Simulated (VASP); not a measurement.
# Ni (P6_3/mmc) in VASP: notebook

The runs below take Ni through single point, with PBEsol, PBE.

All numbers are computed with VASP 6.6.1; they aren't measurements. Logs are shortened: lines on timing, memory, paths and dates and some standing lists are left out, and cuts for length are marked.

### Step 1. The cell of the first run

It takes space group P6_3/mmc (No. 194, hexagonal). Conventional cell: a = 2.448 Å, b = 2.448 Å, c = 4.073 Å, α = 90.00°, β = 90.00°, γ = 120.00°. Ni (site symmetry -6m2) has 12 Ni at 2.45 to 2.48 Å within 3.2 Å.

### Step 2. Single point, PBEsol

INCAR

```
PREC     = Accurate       # precision mode
ENCUT    = 590            # plane-wave cutoff, eV
EDIFF    = 1E-6           # SCF threshold, eV
ISMEAR   = -1             # smearing method
SIGMA    = 0.05           # smearing width, eV
LREAL    = False          # projectors in reciprocal space
LASPH    = True           # aspherical terms in the spheres
NELM     = 120            # most SCF steps
ALGO     = Normal         # electronic algorithm
ISIF     = 2              # what is computed and relaxed
LWAVE    = False          # write WAVECAR
LCHARG   = False          # write CHGCAR
GGA      = PS             # functional
NBANDS   = 25             # bands
GGA_COMPAT= False
```

KPOINTS

```
Automatic mesh
0
Gamma
  12 12 7
```

POSCAR

```
Ni
1.0
    2.4480228978      0.0000000000      0.0000000000
   -1.2240114489      2.1200500186      0.0000000000
    0.0000000000      0.0000000000      4.0728075700
Ni
2
Direct
    0.6666666667      0.3333333333      0.7500000000
    0.3333333333      0.6666666667      0.2500000000
```

Potentials or basis: VASP PAW PBE potentials, release 64 (Ni_sv_GW).

Run with:

```sh
$ cat potpaw_PBE.64/Ni_sv_GW/POTCAR > POTCAR
$ mpirun -np 1 vasp_std > vasp.out
```

OUTCAR:

```text
PREC = Accurate
   ENCUT = 590
   EDIFF = 1E-6
   ISMEAR = -1
   LREAL = False
   LASPH = True
   NELM = 120
   ISIF = 2
   GGA = PS

 ion  position               nearest neighbor table
   1  0.667  0.333  0.750-   2 2.48   2 2.48   2 2.48   2 2.48   2 2.48   2 2.48
   2  0.333  0.667  0.250-   1 2.48   1 2.48   1 2.48   1 2.48   1 2.48   1 2.48

  LATTYP: Found a hexagonal cell.
 ALAT       =     2.4480228978
 C/A-ratio  =     1.6637130207

  Lattice vectors:

 A1 = (   2.4480228978,   0.0000000000,   0.0000000000)
 A2 = (  -1.2240114489,   2.1200500186,   0.0000000000)
 A3 = (   0.0000000000,   0.0000000000,   4.0728075700)

Analysis of symmetry for initial positions (statically):
=====================================================================
 Subroutine PRICEL returns:
 Original cell was already a primitive cell.

 Routine SETGRP: Setting up the symmetry group for a
 hexagonal supercell.

 Subroutine GETGRP returns: Found 24 space group operations
 (whereof 12 operations were pure point group operations)
 out of a pool of 24 trial point group operations.

The static configuration has the point symmetry D_3d.
 The point group associated with its full space group is D_6h.

Analysis of symmetry for dynamics (positions and initial velocities):
=====================================================================
 Subroutine PRICEL returns:
 Original cell was already a primitive cell.

 Routine SETGRP: Setting up the symmetry group for a
 hexagonal supercell.

 Subroutine GETGRP returns: Found 24 space group operations
 (whereof 12 operations were pure point group operations)
 out of a pool of 24 trial point group operations.

The dynamic configuration has the point symmetry D_3d.
 The point group associated with its full space group is D_6h.

 Subroutine INISYM returns: Found 24 space group operations
 (whereof 12 operations are pure point group operations),
 and found     1 'primitive' translations

----------------------------------------------------------------------------------------

                                     Primitive cell

  volume of cell :      21.1376

  direct lattice vectors                    reciprocal lattice vectors
     2.448022898  0.000000000  0.000000000     0.408492911  0.235843492  0.000000000
    -1.224011449  2.120050019  0.000000000     0.000000000  0.471686984  0.000000000
[... 74 lines left out ...]
   NGXF,Y,Z  is equivalent  to a cutoff of  27.16, 27.16, 26.12 a.u.
 SYSTEM =  unknown system
   PREC   = accura    normal or accurate (medium, high low for compatibility)
   ISTART =      0    job   : 0-new  1-cont  2-samecut
   ICHARG =      2    charge: 1-file 2-atom 10-const
   ISPIN  =      1    spin polarized calculation?
   LNONCOLLINEAR =      F non collinear calculations
   LSORBIT =      F    spin-orbit coupling
   LASPH  =      T    aspherical Exc in radial PAW
   ENCUT  =  590.0 eV  43.36 Ry    6.59 a.u.   4.85  4.85  8.07*2*pi/ulx,y,z
   NELM   =    120;   NELMIN=  2; NELMDL= -5     # of ELM steps
   EDIFF  = 0.1E-05   stopping-criterion for ELM
   LREAL  =      F    real-space projection
   EDIFFG = 0.1E-04   stopping-criterion for IOM
   NSW    =      0    number of steps for IOM
   IBRION =     -1    ionic relax: 0-MD 1-quasi-New 2-CG
   NFREE  =      0    steps in history (QN), initial steepest desc. (CG)
   ISIF   =      2    stress and relaxation
   ISYM   =      2    0-nonsym 1-usesym 2-fastsym
   POTIM  = 0.5000    time-step for ionic-motion
   TEBEG  =    0.0;   TEEND  =   0.0 temperature during run
   PSTRESS=    0.0 pullay stress
   NELECT =      36.0000    total number of electrons
   NUPDOWN=      -1.0000    fix difference up-down
   EMIN   =  10.00;   EMAX   =-10.00  energy-range for DOS
   EFERMI =   0.00;   METHOD = LEGACY
   ISMEAR =    -1;   SIGMA  =   0.05  broadening in eV -4-tet -1-fermi 0-gaus
   EFERMI_NEDOS =   21; number of points for ismear=-14 and -15
   IALGO  =     38    algorithm
   IMIX   =      4    mixing-type and parameters
     AMIX     =   0.40;   BMIX     =  1.00
     AMIX_MAG =   1.60;   BMIX_MAG =  1.00
  volume/ion in A,a.u.               =      10.57        71.32
  Fermi-wavevector in a.u.,A,eV,Ry     =   1.955047  3.694503 52.004300  3.822208
  Thomas-Fermi vector in A             =   2.981484
   LORBIT       =      0    0 simple, 1 ext, 2 COOP (PROOUT), +10 PAW based schemes
   GGA     = PS    functional components
   LHFCALC =     F    Hartree Fock is set to
   AEXX    =    0.0000 exact exchange contribution
   IVDW    =     0    specifies the selected vdW correction
   LEPSILON=     F    determine dielectric tensor
   LRPA    =     F    only Hartree local field effects (RPA)
 non-spin polarized calculation
  energy-cutoff  :      590.00
  volume of cell :       21.14
 maximum number of plane-waves:       711
 NGX is ok and might be reduce to    20
   NGX =  9   NGY =  9   NGZ = 17

 number of electron      35.9999972 magnetization

 Free energy of the ion-electron system (eV)
  ---------------------------------------------------
  ext. energy  EPLUGINS =         0.00000000
  ---------------------------------------------------
  free energy    TOTEN  =       -14.00683909 eV

  energy without entropy =      -13.94289941  energy(sigma->0) =      -13.97486925

 E-fermi :   7.8680     XC(G=0): -14.2621

 val. band max:        7.8668830831   @ k =   0.3333   0.2500   0.4286
 cond. band min:       7.8709560280   @ k =   0.1667   0.1667   0.4286
 fundamental gap:      0.0040729448
 Fermi energy:         7.8680028007

 k-point     1 :       0.0000    0.0000    0.0000
  band No.  band energies     occupation
      1     -94.9048      2.00000
      2     -94.8694      2.00000
      3     -55.5131      2.00000
      4     -55.3550      2.00000
      5     -55.3550      2.00000
      6     -55.3222      2.00000
[... 661 lines left out ...]
     24      25.0641      0.00000
     25      27.5031      0.00000

 [... further k-points ...]
[... 5 lines left out ...]
  --------------------------------------------------------------------------------------
  -------------------------------------------------------------------------------------
  Total       -1.0389546     -1.0389546     -1.2538992      0.0000000      0.0000000      0.0000000
  in kB      -78.7501986    -78.7501986    -95.0424770      0.0000000      0.0000000      0.0000000
  external PRESSURE =     -84.1809581 kB  Pullay stress =       0.0000000 kB

 VOLUME and BASIS-vectors are now :
 -----------------------------------------------------------------------------
  energy-cutoff  :      590.00
  volume of cell :       21.14
      direct lattice vectors                 reciprocal lattice vectors
     2.448022898  0.000000000  0.000000000     0.408492911  0.235843492  0.000000000
    -1.224011449  2.120050019  0.000000000     0.000000000  0.471686984  0.000000000
     0.000000000  0.000000000  4.072807570     0.000000000  0.000000000  0.245530873

 POSITION                                       TOTAL-FORCE (eV/Angst)
 -----------------------------------------------------------------------------------
      1.22401      0.70668      3.05461        -0.000000      0.000000      0.000000
     -0.00000      1.41337      1.01820         0.000000     -0.000000      0.000000
 -----------------------------------------------------------------------------------
    total drift:                                0.000000     -0.000000      0.000000

  FREE ENERGIE OF THE ION-ELECTRON SYSTEM (eV)
  ---------------------------------------------------
  free  energy   TOTEN  =       -14.0068390924 eV

  energy  without entropy=      -13.9428994088  energy(sigma->0) =      -13.97486925
```

stdout:

```text
POSCAR found type information on POSCAR Ni
 POSCAR found :  1 types and       2 ions
 scaLAPACK will be used
 -----------------------------------------------------------------------------
|                                                                             |
|                                                                             |
|     You enforced a specific xc type in the INCAR file but a different       |
|     I HOPE YOU KNOW WHAT YOU ARE DOING!                                     |
|                                                                             |
 -----------------------------------------------------------------------------

 LDA part: xc-table for (Slater+PW92), standard interpolation
 POSCAR, INCAR and KPOINTS ok, starting setup
 FFT: planning ... GRIDC
 FFT: planning ... GRID_SOFT
 FFT: planning ... GRID
 WAVECAR not read
 entering main loop
```

It took 43 s on 1 thread of Intel Xeon Platinum 8259CL at 2.50GHz (Skylake/Cascade Lake), shared host; peak memory 0.18 GiB.

Results:

* Free energy: -14.0068 eV
* Pressure: -8.4 GPa
* Band gap on the k mesh: zero (band 18 reaches 8.00 eV, above the bottom of band 19 at 7.50 eV)

Caveat: the PAW data sets were made with another functional, which shifts forces and pressure a little; the run has no spin polarisation, though such a crystal can be magnetic.

### Step 3. Single point, PBE, collinear spin, antiferromagnetic start

INCAR

```
  ALGO = Normal
  EDIFF = 1E-6
  ENCUT = 600
  GGA = PE
  GGA_COMPAT = False
  ISIF = 2
  ISMEAR = -1
  ISPIN = 2
  LASPH = True
  LCHARG = False
  LMAXMIX = 4
  LORBIT = 11
  LREAL = False
  LWAVE = False
  MAGMOM = 0.27 -0.27
  NBANDS = 21
  NELM = 200
  NUPDOWN = 0.0
  PREC = Accurate
  SIGMA = 0.05
```

KPOINTS

```
k-points
0
Gamma
  12 12 7
```

POSCAR is that of step 2.

Potentials or basis: VASP PAW PBE potentials, release 64 (Ni).

Run with:

```sh
$ cat potpaw_PBE.64/Ni/POTCAR > POTCAR
$ mpirun -np 1 vasp_std > vasp.out
```

Run time: 82 s. Hardware: 1 thread of Intel Xeon 6975P-C, shared host; peak memory 0.19 GiB.

It converged, with:

* Free energy: -10.7974 eV
* Pressure: 6.0 GPa
* Net moment: 0.00 μB per cell
* Site moments: Ni +0.22, -0.22 μB
* Valence electrons inside the program's atomic spheres: Ni 9.37

Stress tensor (GPa, compression positive):
```
6.59 0.00 0.00
0.00 6.59 0.00
0.00 0.00 4.96
```

Caveat: the total moment is fixed, so each spin has its own Fermi level.

### Step 4. Single point, PBE, collinear spin, ferromagnetic start

INCAR

```
SYSTEM = Ni
PREC = Accurate
ENCUT = 600
EDIFF = 1E-6
ISMEAR = -1
SIGMA = 0.05
LREAL = .False.
LASPH = .True.
NELM = 200
ALGO = Normal
ISIF = 2
LWAVE = .False.
LCHARG = .True.
ISPIN = 2
MAGMOM = 0.25 0.25
LORBIT = 11
NUPDOWN = 0.5
LMAXMIX = 4
GGA = PE
LELF = .True.
LVHAR = .True.
NBANDS = 21
GGA_COMPAT = .False.
```

KPOINTS

```
regular mesh
0
Gamma
  12 12 7
  0 0 0
```

POSCAR is that of step 3.

Run with:

```sh
$ cat potpaw_PBE.64/Ni/POTCAR > POTCAR
$ mpirun -np 1 vasp_std > vasp.out
```

Run time: 74 s. Hardware: 1 thread of Intel Xeon 6975P-C, shared host; peak memory 0.19 GiB.

The run converged. Its results:

```yaml
Free_energy: -10.8177 eV
Pressure: 6.0 GPa
Net_moment: 0.50 μB per cell
Site_moments: Ni +0.26 μB
Valence_electrons_inside_the_program's_atomic_spheres: Ni 9.37
```

Stress tensor (GPa, compression positive):
```
6.63 0.00 0.00
0.00 6.63 0.00
0.00 0.00 4.70
```

Caveat: the total moment is fixed, so each spin has its own Fermi level.

### Step 5. Summary

```tsv
level	potentials or basis	spin	fixed moment (μB)	cutoff (eV)	second run	pressure (GPa)	moment (μB)
PBEsol	VASP PAW PBE potentials, release 64 (Ni_sv_GW)	off	-	590	valence_matched	-8.4	-
PBE	VASP PAW PBE potentials, release 64 (Ni)	collinear, antiferromagnetic start	0.0	600	-	6.0	0.00
PBE	VASP PAW PBE potentials, release 64 (Ni)	collinear, ferromagnetic start	0.5	600	-	6.0	0.50
```

Alike in all rows: task single point; cell as given; k mesh 12 × 12 × 7; smearing fermi-dirac 0.05 eV.

Caveats: the total moment is fixed, so each spin has its own Fermi level (some runs); the PAW data sets were made with another functional, which shifts forces and pressure a little (some runs).

Total energies depend on the potentials used, so only differences within one code and one set of settings carry meaning.
